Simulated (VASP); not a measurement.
Ge3Os, 4 atoms in the cell. It takes space group Im-3m (No. 229, cubic). Conventional cell: a = 5.218 Å, b = 5.218 Å, c = 5.218 Å, α = 90.00°, β = 90.00°, γ = 90.00°. Within 3.4 Å of Ge (site symmetry 4/mmm) lie 4 Ge at 2.61 Å and 2 Os at 2.61 Å. Within 3.4 Å of Os (site symmetry m-3m) lie 6 Ge at 2.61 Å. 

* Program: VASP 6.6.1
* Task: single point
* Functional: PBE
* Potentials or basis: VASP PAW PBE potentials, release 64 (Ge_d, Os)
* Cutoff: 520 eV
* k mesh: 12 × 12 × 12
* Occupations: gaussian, width 0.1 eV
* Spin: no spin polarisation
* Dipole correction: no
* Further INCAR settings: ALGO = Normal; EDIFF = 1e-06; NBANDS = 33

Potentials or basis: VASP PAW PBE potentials, release 64 (Ge_d, Os).

Command:

```console
$ cat potpaw_PBE.64/Ge_d/POTCAR potpaw_PBE.64/Os/POTCAR > POTCAR
$ mpirun -np 1 vasp_std > vasp.out
```

Hardware: 1 thread of AMD EPYC 7R43 64-Core Processor (Zen 3), on a shared host.

Task: How long does it take, and how much memory?

Result: Wall time 4 min on 1 thread of AMD EPYC 7R43 64-Core Processor (Zen 3) (shared host), peak memory 0.26 GiB. Counts: scf iterations 13, k points 72.
